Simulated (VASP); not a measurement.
Write the native input for VASP 6.6.1 that does the following.

```
Task                   : single point
Functional             : r2SCAN
Potentials or basis    : VASP PAW PBE potentials, release 64 (Zn, O)
Cutoff                 : 520 eV
k mesh                 : 8 × 8 × 8
Occupations            : gaussian, width 0.02 eV
Spin                   : no spin polarisation
Dipole correction      : no
Further INCAR settings : ALGO = Normal; EDIFF = 1e-06; NBANDS = 46
```

The system is ZnO.

```
Zn O
1.0
    -3.23128    3.23128    2.64307
     3.23128   -3.23128    2.64307
     3.23128    3.23128   -2.64307
Zn O
4 4
Direct
  0.41044 0.91044 0.19840
  0.71205 0.21205 0.80160
  0.91044 0.71205 0.50000
  0.21205 0.41044 0.50000
  0.28869 0.08958 0.50000
  0.58958 0.78869 0.50000
  0.78869 0.28869 0.19911
  0.08958 0.58958 0.80090
```

These files were run (other wordings do the same):

POSCAR

```
ZnO
1.0
   -3.2312782000      3.2312782000      2.6430731000
    3.2312782000     -3.2312782000      2.6430731000
    3.2312782000      3.2312782000     -2.6430731000
Zn O
4 4
Direct
    0.4104440000      0.9104440000      0.1983980000
    0.7120460000      0.2120460000      0.8016020000
    0.9104440000      0.7120460000      0.5000000000
    0.2120460000      0.4104440000      0.5000000000
    0.2886885000      0.0895835000      0.5000000000
    0.5895835000      0.7886885000      0.5000000000
    0.7886885000      0.2886885000      0.1991050000
    0.0895835000      0.5895835000      0.8008950000
```

INCAR.step1

```
PREC = Accurate
ENCUT = 520
ISMEAR = 0
SIGMA = 0.02
LREAL = F
LASPH = T
NELM = 100
NBANDS = 46
GGA = PE
ALGO = Normal
EDIFF = 1E-4
LWAVE = T
LCHARG = F
```

INCAR.step2

```
PREC = Accurate
ENCUT = 520
EDIFF = 1E-6
ISMEAR = 0
SIGMA = 0.02
LREAL = F
LASPH = T
NELM = 100
ALGO = Normal
ISIF = 2
LWAVE = F
LCHARG = T
METAGGA = R2SCAN
LMIXTAU = T
LELF = T
LVHAR = T
NBANDS = 46
ISTART = 1
```

KPOINTS

```
Automatic mesh
0
Gamma
  8 8 8
```

Potentials or basis: VASP PAW PBE potentials, release 64 (Zn, O).

Command:

```console
$ cat potpaw_PBE.64/Zn/POTCAR potpaw_PBE.64/O/POTCAR > POTCAR
$ cp INCAR.step1 INCAR
$ mpirun -np 1 vasp_std > vasp.out
$ cp INCAR.step2 INCAR
$ mpirun -np 1 vasp_std > vasp.out
```

It gave:

The pressure is -4.2 GPa, the largest force is 0.057 eV/Å and the band gap on the k mesh is 1.30 eV.

Caveat: the cell stands under tension; the PAW data sets were made with another functional, which shifts forces and pressure a little.

Run time: 32 min on 1 thread of Intel Xeon 8259CL (shared host), peak memory 0.4 GiB.
